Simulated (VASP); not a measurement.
C, 8 atoms in the cell. The typed cell holds 8 atoms: a = 4.817 Å, b = 4.817 Å, c = 2.486 Å, α = 90.00°, β = 90.00°, γ = 128.22°.  This cell differs from its parent crystal: atom 5 (C) moved -0.450 Å towards its neighbour atom 2 (C) at 1.515 Å.

- Program: VASP 6.6.1
- Task: single point
- Functional: LDA
- Potentials or basis: VASP PAW LDA potentials, release 64 (C_h)
- Cutoff: 1300 eV
- k mesh: 6 × 6 × 10
- Occupations: gaussian, width 0.05 eV
- Spin: no spin polarisation
- Dipole correction: no
- Further INCAR settings: ALGO = Normal; EDIFF = 1e-06; NBANDS = 26

Potentials or basis: VASP PAW LDA potentials, release 64 (C_h).

Launch:

```console
$ cat potpaw_LDA.64/C_h/POTCAR > POTCAR
$ mpirun -np 1 vasp_std > vasp.out
```

Hardware: 1 thread of Intel(R) Xeon(R) 6975P-C (Granite Rapids) (shared host).

Task: How long does it take, and how much memory?

Result: Wall time 6.7 min on 1 thread of Intel(R) Xeon(R) 6975P-C (Granite Rapids) (shared host), peak memory 0.64 GiB. Counts: scf iterations 12, k points 184.
